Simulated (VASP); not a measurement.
A run of VASP 6.6.1:

INCAR

```
SYSTEM = NaH
  PREC = Accurate
  ENCUT = 520
  EDIFF = 1E-6
  ISMEAR = -1
  SIGMA = 0.03
  LREAL = .FALSE.
  LASPH = .TRUE.
  NELM = 80
  ALGO = Normal
  ISIF = 2
  LWAVE = .FALSE.
  LCHARG = .TRUE.
  GGA = PE
  LELF = .TRUE.
  LVHAR = .TRUE.
  NBANDS = 11
```

KPOINTS

```
regular mesh
0
G
  9 9 9
  0 0 0
```

File POSCAR:

```
NaH
1.0
    0.0000000000      2.4400000000      2.4400000000
    2.4400000000      0.0000000000      2.4400000000
    2.4400000000      2.4400000000      0.0000000000
Na H
1 1
Direct
    0.0000000000      0.0000000000      0.0000000000
    0.5000000000      0.5000000000      0.5144897541
```

Potentials or basis: VASP PAW PBE potentials, release 64 (Na_pv, H).

Command:

```sh
$ cat potpaw_PBE.64/Na_pv/POTCAR potpaw_PBE.64/H/POTCAR > POTCAR
$ mpirun -np 1 vasp_std > vasp.out
```

Hardware: 1 thread of Intel(R) Xeon(R) 6975P-C (Granite Rapids), with other jobs on the host.

Problem. How long does it take, and how much memory?

Solution. Run time: 24 s on 1 thread of Intel(R) Xeon(R) 6975P-C (Granite Rapids), on a shared host, peak memory 0.17 GiB. Counts: scf iterations 12, k points 125.
